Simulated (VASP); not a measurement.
# Hf4Cl (P6/mmm) in VASP: a series of runs

Runs on Hf4Cl. Level: PBE. Tasks: single point, relaxation of cell and atoms.

Program: VASP 6.6.1. These are calculated values, not measurements. Logs are shortened: lines on timing, memory, paths and dates and some standing lists are left out, and cuts for length are marked.

## Step 1: The cell of the first run

The structure is hexagonal, space group P6/mmm (No. 191). Conventional cell: a = 5.634 Å, b = 5.634 Å, c = 4.638 Å, α = 90.00°, β = 90.00°, γ = 120.00°. Hf (site symmetry mmm) has 8 Hf at 2.82 to 3.65 Å and 2 Cl at 2.82 Å within 3.7 Å. Within 3.1 Å of Hf (site symmetry 6/mmm) lie 2 Cl at 2.32 Å. Within 3.1 Å of Cl (site symmetry 6/mmm) lie 8 Hf at 2.32 to 2.82 Å.

The cell was generated, and may not be a known phase.

## Step 2: Single point, PBE

Input file INCAR:

```
SYSTEM = Hf4Cl
ALGO     = Normal         ! electronic algorithm
EDIFF    = 1E-7           ! SCF threshold, eV
ENCUT    = 520            ! plane-wave cutoff, eV
GGA      = PE             ! functional
ISIF     = 2              ! what is computed and relaxed
ISMEAR   = 0              ! smearing method
LASPH    = .TRUE.         ! aspherical terms in the spheres
LCHARG   = .FALSE.        ! write CHGCAR
LREAL    = .FALSE.        ! projectors in reciprocal space
LWAVE    = .FALSE.        ! write WAVECAR
NBANDS   = 32             ! bands
NELM     = 100            ! most SCF steps
PREC     = Accurate       ! precision mode
SIGMA    = 0.1            ! smearing width, eV
```

Input file KPOINTS:

```
k-points
0
G
  6 6 4
  0 0 0
```

Input file POSCAR:

```
Hf4Cl
1.0
    5.6337705600      0.0000000000      0.0000000000
   -2.8168852800      4.8789884200      0.0000000000
    0.0000000000      0.0000000000      4.6377749000
Hf Cl
4 1
Direct
    0.5000000000      0.0000000000      0.0000000000
    0.0000000000      0.5000000000      0.0000000000
    0.5000000000      0.5000000000      0.0000000000
    0.0000000000      0.0000000000      0.5000000000
    0.0000000000      0.0000000000      0.0000000000
```

Potentials or basis: VASP PAW PBE potentials, release 64 (Hf_pv, Cl).

Run with:

```console
cat potpaw_PBE.64/Hf_pv/POTCAR potpaw_PBE.64/Cl/POTCAR > POTCAR
mpirun -np 1 vasp_std > vasp.out
```

OUTCAR:

```text
SYSTEM = Hf4Cl
   EDIFF = 1E-7
   ENCUT = 520
   GGA = PE
   ISIF = 2
   ISMEAR = 0
   LASPH = .TRUE.
   LREAL = .FALSE.
   NELM = 100
   PREC = Accurate

 ion  position               nearest neighbor table
   1  0.500  0.000  0.000-   2 2.82   3 2.82   3 2.82   2 2.82   5 2.82   5 2.82   4 3.65   4 3.65
                             4 3.65   4 3.65
   2  0.000  0.500  0.000-   1 2.82   5 2.82   5 2.82   1 2.82   3 2.82   3 2.82   4 3.65   4 3.65
                             4 3.65   4 3.65
   3  0.500  0.500  0.000-   1 2.82   5 2.82   1 2.82   5 2.82   2 2.82   2 2.82   4 3.65   4 3.65
                             4 3.65   4 3.65
   4  0.000  0.000  0.500-   5 2.32   5 2.32   2 3.65   2 3.65   3 3.65   3 3.65   2 3.65   2 3.65
                             3 3.65   3 3.65   1 3.65   1 3.65   1 3.65   1 3.65
   5  0.000  0.000  0.000-   4 2.32   4 2.32   2 2.82   3 2.82   2 2.82   3 2.82   1 2.82   1 2.82

  LATTYP: Found a hexagonal cell.
 ALAT       =     5.6337705600
 C/A-ratio  =     0.8232097581

  Lattice vectors:

 A1 = (   5.6337705600,   0.0000000000,   0.0000000000)
 A2 = (  -2.8168852800,   4.8789884200,   0.0000000000)
 A3 = (   0.0000000000,   0.0000000000,   4.6377749000)

Analysis of symmetry for initial positions (statically):
=====================================================================
 Subroutine PRICEL returns:
 Original cell was already a primitive cell.

 Routine SETGRP: Setting up the symmetry group for a
 hexagonal supercell.

 Subroutine GETGRP returns: Found 24 space group operations
 (whereof 24 operations were pure point group operations)
 out of a pool of 24 trial point group operations.

The static configuration has the point symmetry D_6h.

Analysis of symmetry for dynamics (positions and initial velocities):
=====================================================================
 Subroutine PRICEL returns:
 Original cell was already a primitive cell.

 Routine SETGRP: Setting up the symmetry group for a
 hexagonal supercell.

 Subroutine GETGRP returns: Found 24 space group operations
 (whereof 24 operations were pure point group operations)
 out of a pool of 24 trial point group operations.

The dynamic configuration has the point symmetry D_6h.

 Subroutine INISYM returns: Found 24 space group operations
 (whereof 24 operations are pure point group operations),
 and found     1 'primitive' translations

----------------------------------------------------------------------------------------

                                     Primitive cell

  volume of cell :     127.4790

  direct lattice vectors                    reciprocal lattice vectors
     5.633770560  0.000000000  0.000000000     0.177501016  0.102480260  0.000000000
    -2.816885280  4.878988420  0.000000000     0.000000000  0.204960519  0.000000000
     0.000000000  0.000000000  4.637774900     0.000000000  0.000000000  0.215620642

  length of vectors
     5.633770560  5.633770556  4.637774900     0.204960519  0.204960519  0.215620642

  position of ions in fractional coordinates (direct lattice)
     0.500000000  0.000000000  0.000000000
     0.000000000  0.500000000  0.000000000
     0.500000000  0.500000000  0.000000000
     0.000000000  0.000000000  0.500000000
     0.000000000  0.000000000  0.000000000

  ion indices of the primitive-cell ions
   primitive index   ion index
                 1           1
                 2           2
                 3           3
                 4           4
                 5           5

----------------------------------------------------------------------------------------

 KPOINTS: k-points

Automatic generation of k-mesh.
 Grid dimensions read from file:
 generate k-points for:    6    6    4

 Generating k-lattice:

  Cartesian coordinates                     Fractional coordinates (reciprocal lattice)
     0.029583503  0.017080043  0.000000000     0.166666667 -0.000000000  0.000000000
     0.000000000  0.034160087  0.000000000     0.000000000  0.166666667  0.000000000
     0.000000000  0.000000000  0.053905160     0.000000000  0.000000000  0.250000000

  Length of vectors
     0.034160087  0.034160087  0.053905160

  Shift w.r.t. Gamma in fractional coordinates (k-lattice)
     0.000000000  0.000000000  0.000000000

 Subroutine IBZKPT returns following result:
 ===========================================

 Found     21 irreducible k-points:

 Following reciprocal coordinates:
            Coordinates               Weight
  0.000000  0.000000  0.000000      1.000000
  0.166667  0.000000  0.000000      6.000000
  0.333333  0.000000  0.000000      6.000000
  0.500000  0.000000  0.000000      3.000000
  0.166667  0.166667  0.000000      6.000000
  0.333333  0.166667  0.000000     12.000000
[... 13 lines left out ...]
  0.333333  0.166667  0.500000     12.000000
  0.333333  0.333333  0.500000      2.000000
   k-points           NKPTS =     21   k-points in BZ     NKDIM =     21   number of bands    NBANDS=     32
   number of dos      NEDOS =    301   number of ions     NIONS =      5
   total plane-waves  NPLWV =  63504
   dimension x,y,z NGX =    42 NGY =   42 NGZ =   36
   dimension x,y,z NGXF=    84 NGYF=   84 NGZF=   72
   ions per type =               4   1
   NGX,Y,Z   is equivalent  to a cutoff of  12.39, 12.39, 12.90 a.u.
   NGXF,Y,Z  is equivalent  to a cutoff of  24.79, 24.79, 25.81 a.u.
 SYSTEM =  Hf4Cl
   PREC   = accura    normal or accurate (medium, high low for compatibility)
   ISTART =      0    job   : 0-new  1-cont  2-samecut
   ICHARG =      2    charge: 1-file 2-atom 10-const
   ISPIN  =      1    spin polarized calculation?
   LNONCOLLINEAR =      F non collinear calculations
   LSORBIT =      F    spin-orbit coupling
   LASPH  =      T    aspherical Exc in radial PAW
   ENCUT  =  520.0 eV  38.22 Ry    6.18 a.u.  10.48 10.48  8.62*2*pi/ulx,y,z
   NELM   =    100;   NELMIN=  2; NELMDL= -5     # of ELM steps
   EDIFF  = 0.1E-06   stopping-criterion for ELM
   LREAL  =      F    real-space projection
   EDIFFG = 0.1E-05   stopping-criterion for IOM
   NSW    =      0    number of steps for IOM
   IBRION =     -1    ionic relax: 0-MD 1-quasi-New 2-CG
   NFREE  =      0    steps in history (QN), initial steepest desc. (CG)
   ISIF   =      2    stress and relaxation
   ISYM   =      2    0-nonsym 1-usesym 2-fastsym
   POTIM  = 0.5000    time-step for ionic-motion
   TEBEG  =    0.0;   TEEND  =   0.0 temperature during run
   PSTRESS=    0.0 pullay stress
   NELECT =      47.0000    total number of electrons
   NUPDOWN=      -1.0000    fix difference up-down
   EMIN   =  10.00;   EMAX   =-10.00  energy-range for DOS
   EFERMI =   0.00;   METHOD = LEGACY
   ISMEAR =     0;   SIGMA  =   0.10  broadening in eV -4-tet -1-fermi 0-gaus
   EFERMI_NEDOS =   21; number of points for ismear=-14 and -15
   IALGO  =     38    algorithm
   IMIX   =      4    mixing-type and parameters
     AMIX     =   0.40;   BMIX     =  1.00
     AMIX_MAG =   1.60;   BMIX_MAG =  1.00
  volume/ion in A,a.u.               =      25.50       172.05
  Fermi-wavevector in a.u.,A,eV,Ry     =   1.173891  2.218333 18.749114  1.378021
  Thomas-Fermi vector in A             =   2.310297
   LORBIT       =      0    0 simple, 1 ext, 2 COOP (PROOUT), +10 PAW based schemes
   GGA     = PE    functional components
   LHFCALC =     F    Hartree Fock is set to
   AEXX    =    0.0000 exact exchange contribution
   IVDW    =     0    specifies the selected vdW correction
   LEPSILON=     F    determine dielectric tensor
   LRPA    =     F    only Hartree local field effects (RPA)
 non-spin polarized calculation
 Gauss-broadening in eV      SIGMA  =   0.10
  energy-cutoff  :      520.00
  volume of cell :      127.48
 maximum number of plane-waves:      3449
 NGX is ok and might be reduce to    42
   NGX = 21   NGY = 21   NGZ = 17

 number of electron      47.0000014 magnetization

 Free energy of the ion-electron system (eV)
  ---------------------------------------------------
  ext. energy  EPLUGINS =         0.00000000
  ---------------------------------------------------
  free energy    TOTEN  =       -36.92999644 eV

  energy without entropy =      -36.90620016  energy(sigma->0) =      -36.91809830

 E-fermi :   4.0325     XC(G=0): -10.1180

 val. band max:        4.0114962583   @ k =   0.5000   0.0000   0.2500
 cond. band min:       4.0780483363   @ k =   0.1667   0.0000   0.0000
 fundamental gap:      0.0665520780
 Fermi energy:         4.0324686972

 k-point     1 :       0.0000    0.0000    0.0000
  band No.  band energies     occupation
      1     -27.7282      2.00000
      2     -27.4824      2.00000
      3     -27.4420      2.00000
      4     -27.4420      2.00000
      5     -27.1542      2.00000
      6     -27.1542      2.00000
[... 24 lines left out ...]
     31       7.1089      0.00000
     32       7.1091      0.00000

 k-point     2 :       0.1667    0.0000    0.0000
  band No.  band energies     occupation
      1     -27.7274      2.00000
      2     -27.4384      2.00000
      3     -27.4376      2.00000
      4     -27.4098      2.00000
      5     -27.1468      2.00000
      6     -27.1064      2.00000
[... 24 lines left out ...]
     31       6.8233      0.00000
     32       7.1116      0.00000

 k-point     3 :       0.3333    0.0000    0.0000
  band No.  band energies     occupation
      1     -27.7258      2.00000
      2     -27.4310      2.00000
      3     -27.4282      2.00000
      4     -27.2881      2.00000
      5     -27.0472      2.00000
      6     -26.9717      2.00000
[... 24 lines left out ...]
     31       6.2794      0.00000
     32       6.7155      0.00000

 k-point     4 :       0.5000    0.0000    0.0000
  band No.  band energies     occupation
      1     -27.7250      2.00000
      2     -27.4284      2.00000
      3     -27.4228      2.00000
      4     -27.2640      2.00000
      5     -26.8336      2.00000
      6     -26.8274      2.00000
[... 549 lines left out ...]
     31       6.5976      0.00000
     32       7.4413      0.00000

 k-point    20 :       0.3333    0.1667    0.5000
  band No.  band energies     occupation
      1     -27.8178      2.00000
      2     -27.4261      2.00000
      3     -27.4232      2.00000
      4     -27.1872      2.00000
      5     -27.0078      2.00000
      6     -26.7838      2.00000
[... 24 lines left out ...]
     31       6.7650      0.00000
     32       6.7843      0.00000

 k-point    21 :       0.3333    0.3333    0.5000
  band No.  band energies     occupation
      1     -27.8196      2.00000
      2     -27.4251      2.00000
      3     -27.4251      2.00000
      4     -27.0258      2.00000
      5     -26.9755      2.00000
      6     -26.9755      2.00000
[... 24 lines left out ...]
     31       6.2869      0.00000
     32       6.9703      0.00000

------------------------ aborting loop because EDIFF is reached ----------------------------------------

  FORCE on cell =-STRESS in cart. coord.  units (eV):
  Direction    XX          YY          ZZ          XY          YZ          ZX
  --------------------------------------------------------------------------------------
  -------------------------------------------------------------------------------------
  Total        1.4872290      1.4872289     -3.1579952      0.0000000      0.0000000      0.0000000
  in kB       18.6917431     18.6917431    -39.6902134      0.0000000      0.0000000      0.0000000
  external PRESSURE =      -0.7689091 kB  Pullay stress =       0.0000000 kB

 VOLUME and BASIS-vectors are now :
 -----------------------------------------------------------------------------
  energy-cutoff  :      520.00
  volume of cell :      127.48
      direct lattice vectors                 reciprocal lattice vectors
     5.633770560  0.000000000  0.000000000     0.177501016  0.102480260  0.000000000
    -2.816885280  4.878988420  0.000000000     0.000000000  0.204960519  0.000000000
     0.000000000  0.000000000  4.637774900     0.000000000  0.000000000  0.215620642

 POSITION                                       TOTAL-FORCE (eV/Angst)
 -----------------------------------------------------------------------------------
      2.81689      0.00000      0.00000         0.000000      0.000000      0.000000
     -1.40844      2.43949      0.00000        -0.000000      0.000000      0.000000
      1.40844      2.43949      0.00000         0.000000      0.000000      0.000000
      0.00000      0.00000      2.31889        -0.000000      0.000000      0.000000
      0.00000      0.00000      0.00000        -0.000000      0.000000      0.000000
 -----------------------------------------------------------------------------------
    total drift:                                0.000000      0.000000     -0.000000

  FREE ENERGIE OF THE ION-ELECTRON SYSTEM (eV)
  ---------------------------------------------------
  free  energy   TOTEN  =       -36.9299964370 eV

  energy  without entropy=      -36.9062001551  energy(sigma->0) =      -36.91809830
```

Wall time 98 s (1 thread of Intel Xeon 8259CL, shared host); peak memory 0.27 GiB.

What came out:

```
Free energy            : -36.9300 eV
Pressure               : -0.1 GPa
Band gap on the k mesh : zero (an odd number of electrons rules out a gap without spin polarisation)
```

Stress tensor (GPa, compression positive):
```
 1.87  0.00  0.00
 0.00  1.87  0.00
 0.00  0.00 -3.97
```

Caveat: the stress differs along the axes, from -4 to 2 GPa; spin-orbit coupling is left out, which moves the levels of the heavy elements; an odd number of electrons without spin polarisation forces a metal; a magnetic or distorted state may lie lower.

(Part 1 of 2 ends here.)

The gap in the log of VASP goes by the Fermi energy; the results here count the filled bands.